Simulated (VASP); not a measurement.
Write the native input for VASP 6.6.1 that does the following.

- Task: single point
- Functional: PBE
- Potentials or basis: VASP PAW PBE potentials, release 64 (Ti_sv, C)
- Cutoff: 520 eV
- k mesh: 5 × 5 × 1
- Occupations: gaussian, width 0.1 eV
- Spin: no spin polarisation
- Dipole correction: yes
- Further INCAR settings: LREAL = Auto; ALGO = Normal; EDIFF = 1e-06; NBANDS = 116

The structure of Ti12C13 lies in POSCAR:

```
Ti12C13
1.0
    6.1276785486      0.0000000000      0.0000000000
    0.0000000000      6.1276785486      0.0000000000
    0.0000000000      0.0000000000     19.8111521836
Ti C
12 13
Direct
    0.2500000000      0.2500000000      0.2019064799
    0.2500000000      0.7500000000      0.2019064799
    0.7500000000      0.2500000000      0.2019064799
    0.7500000000      0.7500000000      0.2019064799
    0.0000000000      0.0000000000      0.3089759294
    0.0000000000      0.5000000000      0.3089759294
    0.5000000000      0.0000000000      0.3089759294
    0.5000000000      0.5000000000      0.3089759294
    0.2500000000      0.2500000000      0.4140601451
    0.2500000000      0.7500000000      0.4140601451
    0.7500000000      0.2500000000      0.4140601451
    0.7500000000      0.7500000000      0.4140601451
    0.0000000000      0.0000000000      0.2019064799
    0.0000000000      0.5000000000      0.2019064799
    0.5000000000      0.0000000000      0.2019064799
    0.5000000000      0.5000000000      0.2019064799
    0.2500000000      0.2500000000      0.3083897447
    0.2500000000      0.7500000000      0.3083897447
    0.7500000000      0.2500000000      0.3083897447
    0.7500000000      0.7500000000      0.3083897447
    0.0000000000      0.0000000000      0.4195188703
    0.0000000000      0.5000000000      0.4195188703
    0.5000000000      0.0000000000      0.4195188703
    0.5000000000      0.5000000000      0.4195188703
    0.0000000000      0.2500000000      0.4751252586
```

One way to write it, as run:

INCAR

```
SYSTEM = Ti12C13
ALGO     = Normal         ! electronic algorithm
DIPOL    = 0.5 0.5 0.316
EDIFF    = 1E-6           ! SCF threshold, eV
ENCUT    = 520            ! plane-wave cutoff, eV
GGA      = PE             ! functional
IDIPOL   = 3            
ISIF     = 2              ! what is computed and relaxed
ISMEAR   = 0              ! smearing method
LASPH    = .True.         ! aspherical terms in the spheres
LCHARG   = .False.        ! write CHGCAR
LDIPOL   = .True.       
LREAL    = Auto         
LWAVE    = .False.        ! write WAVECAR
NBANDS   = 116            ! bands
NELM     = 100            ! most SCF steps
PREC     = Accurate       ! precision mode
SIGMA    = 0.1            ! smearing width, eV
```

KPOINTS

```
k-points
0
Gamma
  5 5 1
  0 0 0
```

Potentials or basis: VASP PAW PBE potentials, release 64 (Ti_sv, C).

Command:

```console
$ cat potpaw_PBE.64/Ti_sv/POTCAR potpaw_PBE.64/C/POTCAR > POTCAR
$ mpirun -np 1 vasp_std > vasp.out
```

It gave:

| Property | Result |
| --- | --- |
| Largest force | 2.796 eV/Å |

Run time: 43 min on 1 thread of Intel(R) Xeon(R) Platinum 8259CL CPU @ 2.50GHz (Skylake/Cascade Lake) (shared host), peak memory 0.96 GiB.
